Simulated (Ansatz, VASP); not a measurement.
InAs in VASP and in Ansatz

```
In As
1.0
     0.00000    3.01324    3.01324
     3.01324    0.00000    3.01324
     3.01324    3.01324    0.00000
In As
1 1
Direct
  0.25000 0.25000 0.25000
  0.00000 0.00000 0.00000
```

Alike in both runs: functional LDA; k mesh 16 × 16 × 16; occupations fermi-dirac, width 0.15 eV; no spin polarisation.

Ansatz relaxed the structure, and its values are those at the end. VASP's run is a single point on that final structure, the one shown.

|  | VASP | Ansatz |
| --- | --- | --- |
| version | VASP 6.6.1 | Ansatz 0.2.0 |
| potentials or method | VASP PAW LDA potentials, release 64 (In_d, As), cutoff 520 eV | scalar-relativistic, plane waves, PAW |
| valence electrons in the cell | 18 | 28 |

VASP gave:

| Property | Result |
| --- | --- |
| gap on the k mesh at the Fermi level (eV) | none |
| pressure (GPa) | 0.1 |

Problem. Estimate Ansatz's values.

Solution. gap on the k mesh at the Fermi level (eV): none; pressure (GPa): 0.0.

Ansatz warns that its potentials were made for another functional, while VASP's fit it. LDA's correlation is that of Perdew and Zunger in VASP and of Perdew and Wang (1992) in Ansatz. A gap of «none» marks a metal or a gap that the smearing closes. VASP's potentials hold 18 valence electrons a cell and Ansatz's 28, so a difference there can come from the potentials and not from the codes.
